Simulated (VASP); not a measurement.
# CuCl in VASP: single point with HSE06

Aim: the single point of CuCl with HSE06.

Everything below comes from runs of VASP 6.6.1. Logs are shortened: lines on timing, memory, paths and dates and some standing lists are left out, and cuts for length are marked.

## Step 1: The cell of the first run

The typed cell holds 2 atoms: a = 3.846 Å, b = 3.846 Å, c = 3.846 Å, α = 60.00°, β = 60.00°, γ = 60.00°.

## Step 2: Single point, HSE06 (strain +1.5%)

POSCAR reads:

```
CuCl
1.0
    1.9232029004      1.1103617122      3.1402775762
   -1.9232029004      1.1103617122      3.1402775762
    0.0000000000     -2.2207234245      3.1402775762
Cu Cl
1 1
Direct
    0.9914881375      0.9914881375      0.9914881375
    0.2415118625      0.2415118625      0.2415118625
```

INCAR.step1 reads:

```
PREC = Accurate ; ENCUT = 520
EDIFF = 1E-5 ; ISMEAR = 0
SIGMA = 0.01 ; LREAL = F
LASPH = T ; NELM = 120
ALGO = Normal ; ISIF = 2
LWAVE = T ; LCHARG = F
NBANDS = 16 ; GGA = PE
GGA_COMPAT = F
```

INCAR.step2 reads:

```
PREC = Accurate ; ENCUT = 520
EDIFF = 1E-6 ; ISMEAR = 0
SIGMA = 0.01 ; LREAL = F
LASPH = T ; NELM = 120
ALGO = Normal ; ISIF = 2
LWAVE = F ; LCHARG = F
GGA = PE ; LHFCALC = T
HFSCREEN = 0.2079 ; PRECFOCK = Normal
NBANDS = 16 ; ISTART = 1
GGA_COMPAT = F
```

KPOINTS reads:

```
regular mesh
0
Gamma
  6 6 6
```

Potentials or basis: VASP PAW PBE potentials, release 64 (Cu, Cl).

Started as:

```console
$ cat potpaw_PBE.64/Cu/POTCAR potpaw_PBE.64/Cl/POTCAR > POTCAR
$ cp INCAR.step1 INCAR
$ mpirun -np 1 vasp_std > vasp.out
$ cp INCAR.step2 INCAR
$ mpirun -np 1 vasp_std > vasp.out
```

OUTCAR:

```text
PREC = Accurate
   ENCUT = 520
   EDIFF = 1E-6
   ISMEAR = 0
   LREAL = F
   LASPH = T
   NELM = 120
   ISIF = 2
   GGA = PE
   LHFCALC = T
   HFSCREEN = 0.2079
   PRECFOCK = Normal
   ISTART = 1

 ion  position               nearest neighbor table
   1  0.991  0.991  0.991-   2 2.36   2 2.36   2 2.36   2 2.36
   2  0.242  0.242  0.242-   1 2.36   1 2.36   1 2.36   1 2.36

  LATTYP: Found a trigonal (rhomboedric) cell.
 ALAT       =     3.8461611749
 COS(alpha) =     0.4999363954

  Lattice vectors:

 A1 = (   1.9232029004,   1.1103617122,   3.1402775762)
 A2 = (  -1.9232029004,   1.1103617122,   3.1402775762)
 A3 = (   0.0000000000,  -2.2207234245,   3.1402775762)

Analysis of symmetry for initial positions (statically):
=====================================================================
 Subroutine PRICEL returns:
 Original cell was already a primitive cell.

 Routine SETGRP: Setting up the symmetry group for a
 trigonal (rhombohedral) supercell.

 Subroutine GETGRP returns: Found  6 space group operations
 (whereof  6 operations were pure point group operations)
 out of a pool of 12 trial point group operations.

The static configuration has the point symmetry C_3v.

Analysis of symmetry for dynamics (positions and initial velocities):
=====================================================================
 Subroutine PRICEL returns:
 Original cell was already a primitive cell.

 Routine SETGRP: Setting up the symmetry group for a
 trigonal (rhombohedral) supercell.

 Subroutine GETGRP returns: Found  6 space group operations
 (whereof  6 operations were pure point group operations)
 out of a pool of 12 trial point group operations.

The dynamic configuration has the point symmetry C_3v.

 Subroutine INISYM returns: Found  6 space group operations
 (whereof  6 operations are pure point group operations),
 and found     1 'primitive' translations

----------------------------------------------------------------------------------------

                                     Primitive cell

  volume of cell :      40.2355
[... 84 lines left out ...]
   LNONCOLLINEAR =      F non collinear calculations
   LSORBIT =      F    spin-orbit coupling
   LASPH  =      T    aspherical Exc in radial PAW
   ENCUT  =  520.0 eV  38.22 Ry    6.18 a.u.   7.15  7.15  7.15*2*pi/ulx,y,z
   NELM   =    120;   NELMIN=  2; NELMDL=  0     # of ELM steps
   EDIFF  = 0.1E-05   stopping-criterion for ELM
   LREAL  =      F    real-space projection
   EDIFFG = 0.1E-04   stopping-criterion for IOM
   NSW    =      0    number of steps for IOM
   IBRION =     -1    ionic relax: 0-MD 1-quasi-New 2-CG
   NFREE  =      0    steps in history (QN), initial steepest desc. (CG)
   ISIF   =      2    stress and relaxation
   ISYM   =      3    0-nonsym 1-usesym 2-fastsym
   POTIM  = 0.5000    time-step for ionic-motion
   TEBEG  =    0.0;   TEEND  =   0.0 temperature during run
   PSTRESS=    0.0 pullay stress
   NELECT =      18.0000    total number of electrons
   NUPDOWN=      -1.0000    fix difference up-down
   EMIN   =  10.00;   EMAX   =-10.00  energy-range for DOS
   EFERMI =   0.00;   METHOD = LEGACY
   ISMEAR =     0;   SIGMA  =   0.01  broadening in eV -4-tet -1-fermi 0-gaus
   EFERMI_NEDOS =   21; number of points for ismear=-14 and -15
   IALGO  =     38    algorithm
   IMIX   =      1    mixing-type and parameters
     AMIX     =   0.40;   BMIX     =  1.00
     AMIX_MAG =   1.60;   BMIX_MAG =  1.00
  volume/ion in A,a.u.               =      20.12       135.76
  Fermi-wavevector in a.u.,A,eV,Ry     =   1.252072  2.366073 21.329647  1.567685
  Thomas-Fermi vector in A             =   2.385990
   LORBIT       =      0    0 simple, 1 ext, 2 COOP (PROOUT), +10 PAW based schemes
   GGA     = PE    functional components
   LHFCALC =     T    Hartree Fock is set to
   PRECFOCK=normal    Normal, Fast or Accurate (Low or Medium for compatibility)
   ENCUT4O =  -1.0   cutoff for four orbital integrals eV
   NKREDX  =     1    reduce k-point grid by
   NKREDY  =     1    reduce k-point grid by
   NKREDZ  =     1    reduce k-point grid by
   AEXX    =    0.2500 exact exchange contribution
   HFSCREEN=    0.2079 screening length (either q_TF or 0.3 A-1)
   HFSCREENC=   0.2079 screening length for correlation (either q_TF or 0.3 A-1)
   ENCUTFOCK=  -1.0 apply spherical cutoff to Coloumb kernel
   IVDW    =     0    specifies the selected vdW correction
   LEPSILON=     F    determine dielectric tensor
   LRPA    =     F    only Hartree local field effects (RPA)
 non-spin polarized calculation
 Gauss-broadening in eV      SIGMA  =   0.01
  energy-cutoff  :      520.00
  volume of cell :       40.24
 maximum number of plane-waves:      1106
 NGX is ok and might be reduce to    30
  NGX = 24; NGY = 24; NGZ = 24

 number of electron      17.9999995 magnetization

 Free energy of the ion-electron system (eV)
  ---------------------------------------------------
  ext. energy  EPLUGINS =         0.00000000
  ---------------------------------------------------
  free energy    TOTEN  =        -7.54966591 eV

  energy without entropy =       -7.54966591  energy(sigma->0) =       -7.54966591

 E-fermi :   2.5498     XC(G=0):  -7.6947

 val. band max:        2.4748129259   @ k =   0.0000   0.0000   0.0000
 cond. band min:       4.7877345354   @ k =   0.0000   0.0000   0.0000
 fundamental gap:      2.3129216095
 Fermi energy:         2.5498233569

 k-point     1 :       0.0000    0.0000    0.0000
  band No.  band energies     occupation
      1     -15.3869      2.00000
      2      -2.4085      2.00000
      3      -2.4085      2.00000
      4      -2.4078      2.00000
      5       0.7039      2.00000
      6       0.7039      2.00000
[... 433 lines left out ...]
      3      -2.8022      2.00000
      4      -2.4046      2.00000
      5       0.6012      2.00000
      6       0.6571      2.00000
[... 8 lines left out ...]
     15      18.3116      0.00000
     16      18.3152      0.00000

 [... further k-points ...]
[... 5 lines left out ...]
  --------------------------------------------------------------------------------------
  -------------------------------------------------------------------------------------
  Total       -0.0327575     -0.0327575     -0.0321136      0.0000000      0.0000000      0.0000000
  in kB       -1.3044068     -1.3044068     -1.2787634      0.0000000      0.0000000      0.0000000
  external PRESSURE =      -1.2958590 kB  Pullay stress =       0.0000000 kB

 VOLUME and BASIS-vectors are now :
 -----------------------------------------------------------------------------
  energy-cutoff  :      520.00
  volume of cell :       40.24
      direct lattice vectors                 reciprocal lattice vectors
     1.923202900  1.110361712  3.140277576     0.259982969  0.150101237  0.106147729
    -1.923202900  1.110361712  3.140277576    -0.259982969  0.150101237  0.106147729
     0.000000000 -2.220723425  3.140277576     0.000000000 -0.300202474  0.106147729

 POSITION                                       TOTAL-FORCE (eV/Angst)
 -----------------------------------------------------------------------------------
      0.00000     -0.00000      9.34064         0.000000      0.000000     -0.000059
      0.00000     -0.00000      2.27524        -0.000000     -0.000000      0.000059
 -----------------------------------------------------------------------------------
    total drift:                               -0.000055     -0.000100     -0.000219

  FREE ENERGIE OF THE ION-ELECTRON SYSTEM (eV)
  ---------------------------------------------------
  free  energy   TOTEN  =        -7.5496659054 eV

  energy  without entropy=       -7.5496659054  energy(sigma->0) =       -7.54966591
```

OUTCAR.step1:

```text
PREC = Accurate
   ENCUT = 520
   EDIFF = 1E-5
   ISMEAR = 0
   LREAL = F
   LASPH = T
[... 678 lines left out ...]
 -----------------------------------------------------------------------------------
      0.00000     -0.00000      9.34064         0.000000      0.000000     -0.000057
      0.00000     -0.00000      2.27524         0.000000     -0.000000      0.000057
 -----------------------------------------------------------------------------------
    total drift:                                0.000000      0.000000     -0.000031

  FREE ENERGIE OF THE ION-ELECTRON SYSTEM (eV)
  ---------------------------------------------------
  free  energy   TOTEN  =        -6.3417608549 eV

  energy  without entropy=       -6.3417608549  energy(sigma->0) =       -6.34176085
```

Run time: 25 min. Hardware: 1 thread of Intel Xeon 6975P-C (Granite Rapids), shared host; peak memory 0.3 GiB.

Results:

| Quantity | Value |
| --- | --- |
| Free energy | -7.5497 eV |
| Pressure | -0.1 GPa |
| Band gap on the k mesh | 2.31 eV, direct |

Levels at points of the mesh, in eV from the valence-band top:
```csv
k point,band 7,band 8,band 9,band 10,band 11,band 12
"(0.00, 0.00, 0.00)",0.00,0.00,0.00,2.31,8.68,8.68
"(0.50, 0.00, 0.00)",-1.65,-0.64,-0.64,4.78,8.62,9.06
"(0.50, 0.50, 0.00)",-1.54,-1.33,-1.33,5.05,6.40,10.65
"(0.50, 0.50, 0.50)",-1.65,-0.64,-0.64,4.78,8.63,9.06
```

Caveat: the cell differs from its parent crystal (strain +1.5%); the PAW data sets were made with another functional, which shifts forces and pressure a little.
